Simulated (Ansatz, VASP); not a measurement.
**CrO2 in VASP and in Ansatz**

```xyz
3
Lattice="3.8853 0.0000 0.0000 0.0000 3.8853 0.0000 0.0000 0.0000 3.8853" Properties=species:S:1:pos:R:3 pbc="T T T"
Cr    0.0000    0.0000    0.0000
O     1.9426    0.0000    0.0000
O     0.0000    1.9426    0.0000
```

Change from the starting cell: ordered vacancies on the anion sites of rhenium trioxide (P4/mmm, No. 123).

Alike in both runs: task relaxation of cell and atoms; functional PBE; k mesh 4 × 4 × 4; occupations gaussian, width 0.1 eV; collinear spin.

|  | VASP | Ansatz |
| --- | --- | --- |
| version | VASP 6.6.1 | Ansatz 0.2.0 |
| potentials or method | VASP PAW PBE potentials, release 64 (Cr_pv, O), cutoff 600 eV | scalar-relativistic, plane waves, PAW |
| valence electrons in the cell | 24 | 26 |

VASP gave:

| Property | Result |
| --- | --- |
| gap on the k mesh at the Fermi level, each at its own relaxed structure (eV) | none |
| net moment per atom (μB) | 0.63 |
| size of the moment on the site where the two differ most (μB) | 2.03 |
| relaxed volume (Å³/atom) | 16.70 |
| relaxed length of the cell vector where the two differ most in proportion (Å) | 3.895 |

Q: Which values does Ansatz return?

A: gap on the k mesh at the Fermi level, each at its own relaxed structure (eV): none; net moment per atom (μB): 0.63; size of the moment on the site where the two differ most (μB): 1.56; relaxed volume (Å³/atom): 18.00; relaxed length of the cell vector where the two differ most in proportion (Å): 4.206.

Site moments also hang on the region over which each program counts them. A gap of «none» marks a metal or a gap that the smearing closes. VASP's potentials hold 24 valence electrons a cell and Ansatz's 26, so a difference there can come from the potentials and not from the codes.

The k mesh is coarse, so the values compare programs but aren't converged.
